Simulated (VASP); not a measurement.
Here is a VASP 6.6.1 calculation.

Contents of INCAR:

```
SYSTEM = Ti
  ALGO = Normal
  EDIFF = 1E-7
  ENCUT = 520
  GGA = PE
  ISIF = 2
  ISMEAR = 0
  LASPH = .TRUE.
  LCHARG = .FALSE.
  LREAL = .FALSE.
  LWAVE = .FALSE.
  NBANDS = 12
  NELM = 60
  PREC = Accurate
  SIGMA = 0.022
```

File KPOINTS:

```
k-points
0
G
  11 11 11
  0 0 0
```

File POSCAR:

```
Ti
1.0
   -1.6410000000      1.6410000000      1.6410000000
    1.6410000000     -1.6410000000      1.6410000000
    1.6410000000      1.6410000000     -1.6410000000
Ti
1
Direct
    0.0000000000      0.0000000000      0.0000000000
```

Potentials or basis: VASP PAW PBE potentials, release 64 (Ti_sv).

Launch:

```console
$ cat potpaw_PBE.64/Ti_sv/POTCAR > POTCAR
$ mpirun -np 1 vasp_std > vasp.out
```

Q: Predict the pressure.

A: -3.1 GPa.

Q: What does it give for the band gap on the k mesh?

A: Zero (band 6 reaches 8.90 eV, above the bottom of band 7 at 7.33 eV).
